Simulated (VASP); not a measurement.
Be: single point with LDA

Be:

```
Be
1.0
     2.23195    0.00000    0.00000
    -1.11597    1.93292    0.00000
     0.00000    0.00000    3.50053
Be
2
Direct
  0.33333 0.66667 0.25000
  0.66667 0.33333 0.75000
```

```json
{
  "Program": "VASP 6.6.1",
  "Task": "single point",
  "Functional": "LDA",
  "Potentials or basis": "VASP PAW LDA potentials, release 64 (Be)",
  "Cutoff": "520 eV",
  "k mesh": "22 × 22 × 12",
  "Occupations": "methfessel-paxton, width 0.05 eV",
  "Spin": "no spin polarisation",
  "Dipole correction": "no",
  "Further INCAR settings": "ALGO = Normal; EDIFF = 1e-07; NBANDS = 9"
}
```

| Item | Value |
| --- | --- |
| Pressure | 0.4 GPa |
| Band gap on the k mesh | zero (bands 2 and 3 overlap by 1.99 eV) |

Stress tensor (GPa, compression positive):
```
-0.62  0.00  0.00
 0.00 -0.62  0.00
 0.00  0.00  2.58
```

Levels at points of the mesh, in eV from the Fermi level:
| k point | band 1 | band 2 | band 3 | band 4 | band 5 | band 6 | band 7 |
| --- | --- | --- | --- | --- | --- | --- | --- |
| (0.00, 0.00, 0.00) | -11.59 | -4.71 | 1.32 | 16.09 | 16.09 | 19.04 | 19.04 |
| (0.50, 0.00, 0.00) | -5.31 | -3.28 | 3.55 | 6.54 | 6.97 | 9.38 | 10.46 |
| (0.00, 0.00, 0.50) | -9.42 | -9.42 | 11.03 | 11.03 | 17.79 | 17.79 | 17.79 |
| (0.50, 0.00, 0.50) | -3.92 | -3.92 | 1.66 | 1.66 | 12.08 | 12.08 | 15.70 |

Run time: 13 s on 1 thread of Intel(R) Xeon(R) 6975P-C (Granite Rapids), with other jobs on the host, peak memory 0.14 GiB.
